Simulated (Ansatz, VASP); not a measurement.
## One calculation of BiSb2O2, two programs

File INCAR:

```
SYSTEM = BiSb2O2
ALGO     = Normal         ! electronic algorithm
EDIFF    = 1E-7           ! SCF threshold, eV
ENCUT    = 520            ! plane-wave cutoff, eV
GGA      = PE             ! functional
ISIF     = 2              ! what is computed and relaxed
ISMEAR   = 0              ! smearing method
LASPH    = .True.         ! aspherical terms in the spheres
LCHARG   = .False.        ! write CHGCAR
LREAL    = .False.        ! projectors in reciprocal space
LWAVE    = .False.        ! write WAVECAR
NBANDS   = 26             ! bands
NELM     = 100            ! most SCF steps
PREC     = Accurate       ! precision mode
SIGMA    = 0.1            ! smearing width, eV
```

File KPOINTS:

```
k-points
0
Gamma
  6 6 6
  0 0 0
```

Contents of POSCAR:

```
BiSb2O2
1.0
   -2.1053512600      2.1053512600      5.8960869400
    2.1053512600     -2.1053512600      5.8960869400
    2.1053512600      2.1053512600     -5.8960869400
Sb Bi O
2 1 2
Direct
    0.6129752400      0.6129752400      0.0000000000
    0.3870247600      0.3870247600      0.0000000000
    0.0000000000      0.0000000000      0.0000000000
    0.7500000000      0.2500000000      0.5000000000
    0.2500000000      0.7500000000      0.5000000000
```

Input for Ansatz:

```yaml
crystal:
  lattice:
    - [-2.10535126, 2.10535126, 5.89608694]
    - [2.10535126, -2.10535126, 5.89608694]
    - [2.10535126, 2.10535126, -5.89608694]
  atoms:
    - { symbol: Sb, position: [0.61297524, 0.61297524, 0.0] }
    - { symbol: Sb, position: [0.38702476, 0.38702476, 0.0] }
    - { symbol: Bi, position: [0.0, 0.0, 0.0] }
    - { symbol: O, position: [0.75, 0.25, 0.5] }
    - { symbol: O, position: [0.25, 0.75, 0.5] }
basis:
  ecutwfc: 420
kpoints:
  mp_grid: { grid: [6, 6, 6] }
hamiltonian:
  xc: pbe
scf:
  occupations: { method: gaussian, width: 0.1 }
  lower_state_search: "off"
output:
  forces: true
  stress: true
  eigenvalues: true
```

Change from the starting cell: species swapped into the TmFe2Ge2 type (I4/mmm, No. 139).

Alike in both runs: task single point; functional PBE; k mesh 6 × 6 × 6; occupations gaussian, width 0.1 eV; no spin polarisation.

```csv
,VASP,Ansatz
version,VASP 6.6.1,Ansatz 0.2.0
potentials or method,"VASP PAW PBE potentials, release 64 (Sb, Bi_d, O), cutoff 520 eV","scalar-relativistic, plane waves, PAW"
valence electrons in the cell,37,57
```

Ansatz gave:

```
gap on the k mesh at the Fermi level (eV)                     : none
pressure (GPa)                                                : -5.3
traceless stress, the component that is largest in VASP (GPa) : 1.41
rms of the force components (eV/Å)                            : 2.287
```

Which values does VASP return?

gap on the k mesh at the Fermi level (eV): none; pressure (GPa): -5.5; traceless stress, the component that is largest in VASP (GPa): 1.48; rms of the force components (eV/Å): 2.318.

Atom by atom the forces differ by 0.031 eV/Å (rms over components). A gap of «none» marks a metal or a gap that the smearing closes. With one functional, cell and mesh, what is left measures potentials, basis and numerics. VASP's potentials hold 37 valence electrons a cell and Ansatz's 57, so a difference there can come from the potentials and not from the codes.

Neither program's run includes spin-orbit coupling.
